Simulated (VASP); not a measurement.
Wanted: the native input for a VASP 6.6.1 run.

```yaml
Task: single point
Functional: PBEsol
Potentials_or_basis: VASP PAW PBE potentials, release 64 (In_d, H)
Cutoff: 520 eV
k_mesh: 3 × 3 × 3
Occupations: gaussian, width 0.1 eV
Spin: no spin polarisation
Dipole_correction: no
Further_INCAR_settings: LREAL = Auto; ALGO = Normal; EDIFF = 1e-06; NBANDS = 118
```

The structure of In16H (a cell with a defect) lies in POSCAR:

```
In16H
1.0
    7.4517846848      0.0000000000      0.0000000000
    0.0000000000      7.4517846848      0.0000000000
    0.0000000000      0.0000000000      7.4517846848
In H
16 1
Direct
   -0.0213216037     -0.0126534789     -0.0021636428
    0.5107403342     -0.0134610706      0.0008291973
   -0.0178460605      0.5017137717     -0.0009219268
    0.0115757505      0.0125985927      0.5023560339
    0.2682513095      0.2533907084      0.2507814006
    0.5142958583      0.5151386094      0.0019338991
    0.4962008641     -0.0128842961      0.4989278619
    0.7434162733      0.2479015535      0.2568590051
    0.0055420281      0.4917625985      0.5011798056
    0.2403605412      0.7507460611      0.2437759647
    0.2722365293      0.2549628150      0.7466310737
    0.5014324968      0.5170409725      0.4972528269
    0.7578067857      0.7537252132      0.2697755082
    0.7405243487      0.2489563344      0.7432387320
    0.2432734005      0.7493153971      0.7565728531
    0.7541389396      0.7522049062      0.7303953657
    0.1335096278      0.2235700668     -0.0046312396
```

The input as run:

INCAR

```
SYSTEM = In16H
  PREC = Accurate
  ENCUT = 520
  EDIFF = 1E-6
  ISMEAR = 0
  SIGMA = 0.1
  LREAL = Auto
  LASPH = .TRUE.
  NELM = 100
  ALGO = Normal
  ISIF = 2
  LWAVE = .FALSE.
  LCHARG = .TRUE.
  GGA = PS
  LELF = .TRUE.
  LVHAR = .TRUE.
  NBANDS = 118
```

KPOINTS

```
Automatic mesh
0
G
  3 3 3
  0 0 0
```

Potentials or basis: VASP PAW PBE potentials, release 64 (In_d, H).

Run with:

```console
$ cat potpaw_PBE.64/In_d/POTCAR potpaw_PBE.64/H/POTCAR > POTCAR
$ mpirun -np 1 vasp_std > vasp.out
```

Results of the run:

```json
{
 "Pressure": "0.5 GPa",
 "Largest force": "0.040 eV/Å"
}
```

Caveat: the PAW data sets were made with another functional, which shifts forces and pressure a little.

Wall time 9.3 min on 1 thread of Intel(R) Xeon(R) 6975P-C (Granite Rapids), with other jobs on the host, peak memory 0.66 GiB.
